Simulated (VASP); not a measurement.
# Si2BiTe2 (P6/mmm) in VASP: further runs

The runs below take Si2BiTe2 through relaxation of cell and atoms, single point, with PBE.

All numbers are computed with VASP 6.6.1; they aren't measurements. Logs are shortened: lines on timing, memory, paths and dates and some standing lists are left out, and cuts for length are marked.

## (1) The cell of the first run

The structure is hexagonal, space group P6/mmm (No. 191). Conventional cell: a = 4.381 Å, b = 4.381 Å, c = 8.411 Å, α = 90.00°, β = 90.00°, γ = 120.00°. Si (site symmetry -6m2) has 3 Si at 2.53 Å and 3 Bi at 2.53 Å within 3.3 Å. Bi (site symmetry 6/mmm) has 6 Si at 2.53 Å within 3.3 Å. Te (site symmetry -6m2) has 3 Te at 2.53 Å within 3.3 Å.

## (2) Relaxation of cell and atoms, PBE

The input, INCAR:

```
SYSTEM = Si2BiTe2
PREC = Accurate
ENCUT = 600
EDIFF = 1E-6
ISMEAR = 0
SIGMA = 0.1
LREAL = .False.
LASPH = .True.
NELM = 80
ALGO = Normal
ISIF = 3
LWAVE = .False.
LCHARG = .False.
GGA = PE
IBRION = 2
NSW = 90
EDIFFG = -0.04
```

The input, KPOINTS:

```
Automatic mesh
0
Gamma
  6 6 2
  0 0 0
```

The input, POSCAR:

```
Si2BiTe2
1.0
    4.3814503800      0.0000000000      0.0000000000
   -2.1907251900      3.7944473300      0.0000000000
    0.0000000000      0.0000000000      8.4108537600
Si Bi Te
2 1 2
Direct
    0.3333333300      0.6666666700      0.0000000000
    0.6666666700      0.3333333300      0.0000000000
    0.0000000000      0.0000000000      0.0000000000
    0.3333333300      0.6666666700      0.5000000000
    0.6666666700      0.3333333300      0.5000000000
```

Potentials or basis: VASP PAW PBE potentials, release 64 (Si, Bi_d, Te).

On the command line:

```console
$ cat potpaw_PBE.64/Si/POTCAR potpaw_PBE.64/Bi_d/POTCAR potpaw_PBE.64/Te/POTCAR > POTCAR
$ mpirun -np 1 vasp_std > vasp.out
```

OUTCAR:

```text
SYSTEM = Si2BiTe2
   PREC = Accurate
   ENCUT = 600
   EDIFF = 1E-6
   ISMEAR = 0
   LREAL = .False.
   LASPH = .True.
   NELM = 80
   ISIF = 3
   GGA = PE
   IBRION = 2
   NSW = 90
   EDIFFG = -0.04

 ion  position               nearest neighbor table
   1  0.333  0.667  0.000-   2 2.53   3 2.53   2 2.53   3 2.53   3 2.53   2 2.53
   2  0.667  0.333  0.000-   1 2.53   3 2.53   1 2.53   3 2.53   3 2.53   1 2.53
   3  0.000  0.000  0.000-   1 2.53   2 2.53   1 2.53   2 2.53   2 2.53   1 2.53
   4  0.333  0.667  0.500-   5 2.53   5 2.53   5 2.53
   5  0.667  0.333  0.500-   4 2.53   4 2.53   4 2.53

  LATTYP: Found a hexagonal cell.
 ALAT       =     4.3814503800
 C/A-ratio  =     1.9196505793

  Lattice vectors:

 A1 = (   4.3814503800,   0.0000000000,   0.0000000000)
 A2 = (  -2.1907251900,   3.7944473300,   0.0000000000)
 A3 = (   0.0000000000,   0.0000000000,   8.4108537600)

Analysis of symmetry for initial positions (statically):
=====================================================================
 Subroutine PRICEL returns:
 Original cell was already a primitive cell.

 Routine SETGRP: Setting up the symmetry group for a
 hexagonal supercell.

 Subroutine GETGRP returns: Found 24 space group operations
 (whereof 24 operations were pure point group operations)
 out of a pool of 24 trial point group operations.

The static configuration has the point symmetry D_6h.

Analysis of symmetry for dynamics (positions and initial velocities):
=====================================================================
 Subroutine PRICEL returns:
 Original cell was already a primitive cell.

 Routine SETGRP: Setting up the symmetry group for a
 hexagonal supercell.

 Subroutine GETGRP returns: Found 24 space group operations
 (whereof 24 operations were pure point group operations)
 out of a pool of 24 trial point group operations.

The dynamic configuration has the point symmetry D_6h.

 Subroutine INISYM returns: Found 24 space group operations
 (whereof 24 operations are pure point group operations),
 and found     1 'primitive' translations

----------------------------------------------------------------------------------------

                                     Primitive cell

  volume of cell :     139.8320

  direct lattice vectors                    reciprocal lattice vectors
     4.381450380  0.000000000  0.000000000     0.228234925  0.131771496  0.000000000
    -2.190725190  3.794447330  0.000000000     0.000000000  0.263542991  0.000000000
     0.000000000  0.000000000  8.410853760     0.000000000  0.000000000  0.118893994

  length of vectors
     4.381450380  4.381450376  8.410853760     0.263542991  0.263542991  0.118893994

  position of ions in fractional coordinates (direct lattice)
     0.333333330  0.666666670  0.000000000
     0.666666670  0.333333330  0.000000000
     0.000000000  0.000000000  0.000000000
     0.333333330  0.666666670  0.500000000
     0.666666670  0.333333330  0.500000000

  ion indices of the primitive-cell ions
   primitive index   ion index
                 1           1
                 2           2
                 3           3
                 4           4
                 5           5

----------------------------------------------------------------------------------------

 KPOINTS: Automatic mesh

Automatic generation of k-mesh.
 Grid dimensions read from file:
 generate k-points for:    6    6    2

 Generating k-lattice:

  Cartesian coordinates                     Fractional coordinates (reciprocal lattice)
     0.038039154  0.021961916  0.000000000     0.166666667  0.000000000  0.000000000
     0.000000000  0.043923832  0.000000000     0.000000000  0.166666667  0.000000000
     0.000000000  0.000000000  0.059446997     0.000000000  0.000000000  0.500000000

  Length of vectors
     0.043923832  0.043923832  0.059446997

  Shift w.r.t. Gamma in fractional coordinates (k-lattice)
     0.000000000  0.000000000  0.000000000

 Subroutine IBZKPT returns following result:
 ===========================================

 Found     14 irreducible k-points:

 Following reciprocal coordinates:
            Coordinates               Weight
  0.000000  0.000000  0.000000      1.000000
  0.166667  0.000000  0.000000      6.000000
  0.333333 -0.000000  0.000000      6.000000
  0.500000  0.000000  0.000000      3.000000
  0.166667  0.166667  0.000000      6.000000
  0.333333  0.166667  0.000000     12.000000
  0.333333  0.333333  0.000000      2.000000
  0.000000  0.000000  0.500000      1.000000
  0.166667  0.000000  0.500000      6.000000
  0.333333 -0.000000  0.500000      6.000000
  0.500000  0.000000  0.500000      3.000000
  0.166667  0.166667  0.500000      6.000000
  0.333333  0.166667  0.500000     12.000000
  0.333333  0.333333  0.500000      2.000000
   k-points           NKPTS =     14   k-points in BZ     NKDIM =     14   number of bands    NBANDS=     21
   number of dos      NEDOS =    301   number of ions     NIONS =      5
   total plane-waves  NPLWV =  90720
   dimension x,y,z NGX =    36 NGY =   36 NGZ =   70
   dimension x,y,z NGXF=    72 NGYF=   72 NGZF=  140
   ions per type =               2   1   2
   NGX,Y,Z   is equivalent  to a cutoff of  13.66, 13.66, 13.84 a.u.
   NGXF,Y,Z  is equivalent  to a cutoff of  27.32, 27.32, 27.67 a.u.
 SYSTEM =  Si2BiTe2
   PREC   = accura    normal or accurate (medium, high low for compatibility)
   ISTART =      0    job   : 0-new  1-cont  2-samecut
   ICHARG =      2    charge: 1-file 2-atom 10-const
   ISPIN  =      1    spin polarized calculation?
   LNONCOLLINEAR =      F non collinear calculations
   LSORBIT =      F    spin-orbit coupling
   LASPH  =      T    aspherical Exc in radial PAW
   ENCUT  =  600.0 eV  44.10 Ry    6.64 a.u.   8.75  8.75 16.80*2*pi/ulx,y,z
   NELM   =     80;   NELMIN=  2; NELMDL= -5     # of ELM steps
   EDIFF  = 0.1E-05   stopping-criterion for ELM
   LREAL  =      F    real-space projection
   EDIFFG = -.4E-01   stopping-criterion for IOM
   NSW    =     90    number of steps for IOM
   IBRION =      2    ionic relax: 0-MD 1-quasi-New 2-CG
   NFREE  =      1    steps in history (QN), initial steepest desc. (CG)
   ISIF   =      3    stress and relaxation
   ISYM   =      2    0-nonsym 1-usesym 2-fastsym
   POTIM  = 0.5000    time-step for ionic-motion
   TEBEG  =    0.0;   TEEND  =   0.0 temperature during run
   PSTRESS=    0.0 pullay stress
   NELECT =      35.0000    total number of electrons
   NUPDOWN=      -1.0000    fix difference up-down
   EMIN   =  10.00;   EMAX   =-10.00  energy-range for DOS
   EFERMI =   0.00;   METHOD = LEGACY
   ISMEAR =     0;   SIGMA  =   0.10  broadening in eV -4-tet -1-fermi 0-gaus
   EFERMI_NEDOS =   21; number of points for ismear=-14 and -15
   IALGO  =     38    algorithm
   IMIX   =      4    mixing-type and parameters
     AMIX     =   0.40;   BMIX     =  1.00
     AMIX_MAG =   1.60;   BMIX_MAG =  1.00
  volume/ion in A,a.u.               =      27.97       188.73
  Fermi-wavevector in a.u.,A,eV,Ry     =   1.031720  1.949669 14.482680  1.064447
  Thomas-Fermi vector in A             =   2.165883
   LORBIT       =      0    0 simple, 1 ext, 2 COOP (PROOUT), +10 PAW based schemes
   GGA     = PE    functional components
   LHFCALC =     F    Hartree Fock is set to
   AEXX    =    0.0000 exact exchange contribution
   IVDW    =     0    specifies the selected vdW correction
   LEPSILON=     F    determine dielectric tensor
   LRPA    =     F    only Hartree local field effects (RPA)
 conjugate gradient relaxation of ions
 non-spin polarized calculation
 Gauss-broadening in eV      SIGMA  =   0.10
  energy-cutoff  :      600.00
  volume of cell :      139.83
 maximum number of plane-waves:      4695
 NGX is ok and might be reduce to    36
   NGX = 17   NGY = 17   NGZ = 33

--------------------------------------- Ionic step        1  -------------------------------------------

 number of electron      35.0000001 magnetization

 Free energy of the ion-electron system (eV)
  ---------------------------------------------------
  ext. energy  EPLUGINS =         0.00000000
  ---------------------------------------------------
  free energy    TOTEN  =       -12.26553529 eV

  energy without entropy =      -12.22755295  energy(sigma->0) =      -12.24654412

------------------------ aborting loop because EDIFF is reached ----------------------------------------

  FORCE on cell =-STRESS in cart. coord.  units (eV):
  Direction    XX          YY          ZZ          XY          YZ          ZX
  --------------------------------------------------------------------------------------
  -------------------------------------------------------------------------------------
  Total       36.6529210     36.6529209     -0.8857425     -0.0000000      0.0000000      0.0000000
  in kB      419.9645811    419.9645801    -10.1487264     -0.0000000      0.0000000      0.0000000
  external PRESSURE =     276.5934783 kB  Pullay stress =       0.0000000 kB
[... 1115 lines left out ...]
      5     -14.8097      2.00000
      6      -4.3932      2.00000
[... 13 lines left out ...]
     20       8.5166      0.00000
     21       8.5166      0.00000

[... ionic steps 4 to 11 ...]

--------------------------------------- Ionic step       12  -------------------------------------------

 number of electron      34.9999994 magnetization

------------------------ aborting loop because EDIFF is reached ----------------------------------------

  FORCE on cell =-STRESS in cart. coord.  units (eV):
  Direction    XX          YY          ZZ          XY          YZ          ZX
  --------------------------------------------------------------------------------------
  -------------------------------------------------------------------------------------
  Total       -0.3039808     -0.3039808      0.0836053     -0.0000000      0.0000000     -0.0000000
  in kB       -3.5860500     -3.5860500      0.9862889     -0.0000000      0.0000000     -0.0000000
  external PRESSURE =      -2.0619370 kB  Pullay stress =       0.0000000 kB
[... 63 lines left out ...]
  energy  without entropy=      -18.1110975080  energy(sigma->0) =      -18.11837730

--------------------------------------- Ionic step       14  -------------------------------------------

 number of electron      34.9999993 magnetization

 Free energy of the ion-electron system (eV)
  ---------------------------------------------------
  ext. energy  EPLUGINS =         0.00000000
  ---------------------------------------------------
  free energy    TOTEN  =       -18.13432792 eV

  energy without entropy =      -18.11972426  energy(sigma->0) =      -18.12702609

 E-fermi :   6.7575     XC(G=0):  -9.6715

 val. band max:        6.7537600091   @ k =   0.3333   0.1667   0.5000
 cond. band min:       6.8183571875   @ k =   0.1667   0.0000   0.5000
 fundamental gap:      0.0645971784
 Fermi energy:         6.7575192487

 k-point     1 :       0.0000    0.0000    0.0000
  band No.  band energies     occupation
      1     -15.8940      2.00000
      2     -15.8940      2.00000
      3     -15.7760      2.00000
      4     -15.7760      2.00000
      5     -15.7689      2.00000
      6      -6.9200      2.00000
[... 357 lines left out ...]
  FREE ENERGIE OF THE ION-ELECTRON SYSTEM (eV)
  ---------------------------------------------------
  free  energy   TOTEN  =       -18.1343279219 eV

  energy  without entropy=      -18.1197242573  energy(sigma->0) =      -18.12702609

 reached required accuracy - stopping structural energy minimisation
```

Wall time 7.1 min (1 thread of Intel Xeon Platinum 8488C (Sapphire Rapids), shared host); peak memory 0.34 GiB.

Results:

```yaml
Free_energy: -18.1343 eV
Relaxed_volume: 27.05 Å³/atom
Relaxed_cell: a = 5.127 Å, b = 5.127 Å, c = 5.941 Å, α = 90.00°, β = 90.00°, γ = 120.00°
Space_group_after_relaxing_to_0.05_Å: P6/mmm (No. 191)
Energy_gained_by_relaxing: 1173.8 meV/atom
Ionic_steps: 14
Pressure_after_relaxing: 0.0 GPa
```

Stress tensor (GPa, compression positive):
```
-0.03  0.00  0.00
 0.00 -0.03  0.00
 0.00  0.00  0.14
```

Step by step:
| step | energy change (eV) | largest force (eV/Å) | pressure (GPa) | volume (Å³) |
| --- | --- | --- | --- | --- |
| 1 | 0.0000 | 0.0000 | 27.66 | 139.83 |
| 2 | -2.2053 | 0.0000 | -6.51 | 254.03 |
| 3 | -4.6410 | 0.0000 | -0.93 | 190.16 |
| 4 | -4.6419 | 0.0000 | -0.67 | 189.08 |
| 5 | -4.6964 | 0.0000 | -0.73 | 185.27 |
| 6 | -4.8961 | 0.0000 | -0.90 | 173.79 |
| 7 | -5.5369 | 0.0000 | -1.30 | 150.65 |
| 8 | -1.9822 | 0.0000 | 30.92 | 103.59 |
| 9 | -5.7076 | 0.0000 | -1.28 | 145.40 |
| 10 | -5.6189 | 0.0000 | 3.64 | 124.59 |
| 11 | -5.8637 | 0.0000 | -0.47 | 137.51 |
| 12 | -5.8683 | 0.0000 | -0.21 | 135.81 |
| 13 | -5.8601 | 0.0000 | 1.01 | 132.96 |
| 14 | -5.8688 | 0.0000 | 0.03 | 135.24 |

Final structure:
```xyz
5
Lattice="5.1271 0.0000 0.0000 -2.5635 4.4402 0.0000 0.0000 0.0000 5.9406" Properties=species:S:1:pos:R:3 pbc="T T T"
Si    0.0000    2.9601    0.0000
Si    2.5635    1.4801    0.0000
Bi    5.1271    0.0000    0.0000
Te    0.0000    2.9601    2.9703
Te    2.5635    1.4801    2.9703
```

Caveat: the k points lie up to 0.53 Å⁻¹ apart in the final cell; spin-orbit coupling is left out, which moves the levels of the heavy elements.

## (3) Relaxation of cell and atoms, PBE

This run uses another cell than the first one, of 27.09 Å³/atom, 0.969 times its volume.

The input, INCAR:

```
PREC = Accurate ; ENCUT = 600
EDIFF = 1E-6 ; ISMEAR = 0
SIGMA = 0.1 ; LREAL = False
LASPH = True ; NELM = 60
ALGO = Normal ; ISIF = 3
LWAVE = False ; LCHARG = False
GGA = PE ; IBRION = 2
NSW = 90 ; EDIFFG = -0.04
```

The input, KPOINTS:

```
Automatic mesh
0
Gamma
  6 6 4
```

The input, POSCAR:

```
Si2BiTe2
1.0
    5.1256278935      0.0000000000      0.0000000000
   -2.5628139467      4.4389239661      0.0000000000
    0.0000000000      0.0000000000      5.9529733089
Si Bi Te
2 1 2
Direct
    0.3333333333      0.6666666667      0.0000000000
    0.6666666667      0.3333333333      0.0000000000
    0.0000000000      0.0000000000      0.0000000000
    0.3333333333      0.6666666667      0.5000000000
    0.6666666667      0.3333333333      0.5000000000
```

Potentials or basis: VASP PAW PBE potentials, release 64 (Si, Bi_d, Te).

On the command line:

```console
$ cat potpaw_PBE.64/Si/POTCAR potpaw_PBE.64/Bi_d/POTCAR potpaw_PBE.64/Te/POTCAR > POTCAR
$ mpirun -np 1 vasp_std > vasp.out
```

Wall time 3 min (1 thread of Intel Xeon Platinum 8488C (Sapphire Rapids), shared host); peak memory 0.33 GiB.

It converged, with:

```yaml
Free_energy: -18.5081 eV
Relaxed_volume: 27.32 Å³/atom
Relaxed_cell: a = 5.280 Å, b = 5.280 Å, c = 5.657 Å, α = 90.00°, β = 90.00°, γ = 120.00°
Space_group_after_relaxing_to_0.05_Å: P6/mmm (No. 191)
Energy_gained_by_relaxing: 25.0 meV/atom
Ionic_steps: 5
Pressure_after_relaxing: -0.1 GPa
```

Stress tensor (GPa, compression positive):
```
-0.23  0.00  0.00
 0.00 -0.23  0.00
 0.00  0.00  0.06
```

The path:
```tsv
step	energy change (eV)	largest force (eV/Å)	pressure (GPa)	volume (Å³)
1	0.0000	0.0000	1.06	135.44
2	-0.1001	0.0000	-0.82	138.89
3	-0.1059	0.0000	-1.24	139.99
4	-0.1247	0.0000	0.00	136.21
5	-0.1250	0.0000	-0.14	136.59
```

Final structure:
```cif
data_structure
_symmetry_space_group_name_H-M 'P 1'
_symmetry_Int_Tables_number 1
_cell_length_a 5.2804
_cell_length_b 5.2804
_cell_length_c 5.6566
_cell_angle_alpha 90.000
_cell_angle_beta 90.000
_cell_angle_gamma 120.000
_cell_volume 136.59
loop_
_atom_site_label
_atom_site_type_symbol
_atom_site_fract_x
_atom_site_fract_y
_atom_site_fract_z
_atom_site_occupancy
Si1 Si 0.33333 0.66667 0.00000 1
Si2 Si 0.66667 0.33333 0.00000 1
Bi1 Bi 0.00000 0.00000 0.00000 1
Te1 Te 0.33333 0.66667 0.50000 1
Te2 Te 0.66667 0.33333 0.50000 1
```

Levels at points of the mesh, in eV from the Fermi level:
| k point | band 13 | band 14 | band 15 | band 16 | band 17 | band 18 | band 19 | band 20 | band 21 |
| --- | --- | --- | --- | --- | --- | --- | --- | --- | --- |
| (0.00, 0.00, 0.00) | -3.97 | -2.92 | -2.92 | -2.89 | -1.17 | -1.17 | 0.46 | 0.46 | 0.80 |
| (0.50, 0.00, 0.00) | -4.16 | -2.97 | -2.90 | -0.46 | -0.29 | 1.09 | 1.25 | 2.12 | 2.61 |
| (0.00, 0.00, 0.50) | -2.57 | -2.57 | -2.14 | -2.14 | -1.56 | -1.49 | -0.52 | -0.52 | 0.95 |
| (0.50, 0.00, 0.50) | -3.62 | -1.39 | -0.13 | 0.00 | 0.09 | 0.58 | 1.05 | 1.44 | 1.60 |

Caveat: spin-orbit coupling is left out, which moves the levels of the heavy elements.

## (4) Single point, PBE

This run uses another cell than the first one, of 27.23 Å³/atom, 0.974 times its volume.

The input, INCAR:

```
PREC = Accurate ; ENCUT = 520
EDIFF = 1E-6 ; ISMEAR = 0
SIGMA = 0.1 ; LREAL = F
LASPH = T ; NELM = 60
ALGO = Normal ; ISIF = 2
LWAVE = F ; LCHARG = F
GGA = PE ; NBANDS = 26
```

The input, KPOINTS:

```
Automatic mesh
0
Gamma
  12 12 8
```

Edit POSCAR of step 3 so:

```diff
@@ -2,5 +2,5 @@
 1.0
-    5.1256278935      0.0000000000      0.0000000000
-   -2.5628139467      4.4389239661      0.0000000000
-    0.0000000000      0.0000000000      5.9529733089
+    5.2817568174      0.0000000000      0.0000000000
+   -2.6408784087      4.5741355805      0.0000000000
+    0.0000000000      0.0000000000      5.6357793110
 Si Bi Te
```

On the command line:

```console
$ cat potpaw_PBE.64/Si/POTCAR potpaw_PBE.64/Bi_d/POTCAR potpaw_PBE.64/Te/POTCAR > POTCAR
$ mpirun -np 1 vasp_std > vasp.out
```

Run time: 2.8 min. Hardware: 1 thread of Intel Xeon Platinum 8488C (Sapphire Rapids), shared host; peak memory 0.46 GiB.

Results (log left out):

| Quantity | Value |
| --- | --- |
| Free energy | -18.5709 eV |
| Pressure | 0.0 GPa |

Levels at points of the mesh, in eV from the Fermi level:
| k point | band 13 | band 14 | band 15 | band 16 | band 17 | band 18 | band 19 | band 20 | band 21 | band 22 |
| --- | --- | --- | --- | --- | --- | --- | --- | --- | --- | --- |
| (0.00, 0.00, 0.00) | -4.00 | -3.00 | -3.00 | -2.99 | -1.21 | -1.21 | 0.40 | 0.40 | 0.72 | 3.83 |
| (0.50, 0.00, 0.00) | -4.26 | -3.05 | -2.94 | -0.54 | -0.39 | 1.00 | 1.20 | 2.06 | 2.54 | 2.92 |
| (0.00, 0.00, 0.50) | -2.63 | -2.63 | -2.20 | -2.20 | -1.60 | -1.51 | -0.61 | -0.61 | 0.86 | 1.58 |
| (0.50, 0.00, 0.50) | -3.71 | -1.43 | -0.17 | -0.05 | 0.03 | 0.52 | 1.00 | 1.38 | 1.51 | 1.76 |

Caveat: spin-orbit coupling is left out, which moves the levels of the heavy elements.

## (5) The runs side by side

```tsv
task	cell	k mesh	cutoff (eV)	gap on the mesh (eV)	pressure (GPa)	relaxed volume (Å³/atom)
relaxation of cell and atoms	relaxed from a = 4.381, b = 4.381, c = 8.411 Å, angles 90.0, 90.0, 120.0°, 5 atoms	6 × 6 × 2	600	none	0.0	27.05
relaxation of cell and atoms	relaxed from a = 5.126, b = 5.126, c = 5.953 Å, angles 90.0, 90.0, 120.0°, 5 atoms	6 × 6 × 4	600	none	-0.1	27.32
single point	a = 5.282, b = 5.282, c = 5.636 Å, angles 90.0, 90.0, 120.0°, 5 atoms	12 × 12 × 8	520	none	0.0	-
```

Alike in all rows: level PBE; potentials or basis VASP PAW PBE potentials, release 64 (Si, Bi_d, Te); no spin polarisation; smearing gaussian 0.1 eV.

Caveats: some runs use coarse meshes; spin-orbit coupling is left out, which moves the levels of the heavy elements.

Total energies depend on the potentials used, so only differences within one code and one set of settings carry meaning.
